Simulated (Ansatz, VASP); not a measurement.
# Ta2N: VASP beside Ansatz

Contents of INCAR:

```
SYSTEM = Ta2N
  PREC = Accurate
  ENCUT = 520
  EDIFF = 1E-7
  ISMEAR = 0
  SIGMA = 0.15
  LREAL = .False.
  LASPH = .True.
  NELM = 60
  ALGO = Normal
  ISIF = 2
  LWAVE = .False.
  LCHARG = .True.
  LELF = .True.
  LVHAR = .True.
  NBANDS = 20
```

The input KPOINTS:

```
Automatic mesh
0
Gamma
  18 18 10
  0 0 0
```

POSCAR

```
Ta2N
1.0
    3.1725089926      0.0000000000      0.0000000000
   -1.5862544963      2.7474733813      0.0000000000
    0.0000000000      0.0000000000      4.5779304764
Ta N
2 1
Direct
    0.6666666667      0.3333333333      0.7466885012
    0.3333333333      0.6666666667      0.2533114988
    0.0000000000      0.0000000000      0.0000000000
```

Input for Ansatz:

```yaml
crystal:
  lattice:
    - [3.1725089926, 0.0, 0.0]
    - [-1.5862544963, 2.7474733813, 0.0]
    - [0.0, 0.0, 4.5779304764]
  atoms:
    - { symbol: Ta, position: [0.6666666667, 0.3333333333, 0.7466885012] }
    - { symbol: Ta, position: [0.3333333333, 0.6666666667, 0.2533114988] }
    - { symbol: "N", position: [0.0, 0.0, 0.0] }
basis:
  ecutwfc: 520.0
kpoints:
  mp_grid: { grid: [18, 18, 10] }
hamiltonian:
  xc: lda
  pseudopotentials: { kind: paw, azcp: { folder: soft_1 } }
scf:
  occupations: { method: gaussian, width: 0.15 }
output:
  forces: true
  stress: true
  eigenvalues: true
```

Alike in both runs: task single point; functional LDA; k mesh 18 × 18 × 10; occupations gaussian, width 0.15 eV; no spin polarisation.

|  | VASP | Ansatz |
| --- | --- | --- |
| version | VASP 6.6.1 | Ansatz 0.2.0 |
| potentials or method | VASP PAW LDA potentials, release 64 (Ta_pv, N), cutoff 520 eV | scalar-relativistic, plane waves, PAW |
| valence electrons in the cell | 27 | 31 |

|  | VASP | Ansatz | Ansatz less VASP |
| --- | --- | --- | --- |
| gap on the k mesh at the Fermi level (eV) | none | none | - |
| pressure (GPa) | -5.6 | -7.1 | -1.41 |
| traceless stress, the component that is largest in VASP (GPa) | 12.97 | 13.01 | +0.046 |
| rms of the force components (eV/Å) | 0.317 | 0.340 | +0.0226 |

Ansatz warns that its potentials were made for another functional, while VASP's fit it. LDA's correlation is that of Perdew and Zunger in VASP and of Perdew and Wang (1992) in Ansatz. Atom by atom the forces differ by 0.023 eV/Å (rms over components). A gap of «none» marks a metal or a gap that the smearing closes. VASP's potentials hold 27 valence electrons a cell and Ansatz's 31, so a difference there can come from the potentials and not from the codes.

Neither program's run includes spin-orbit coupling.
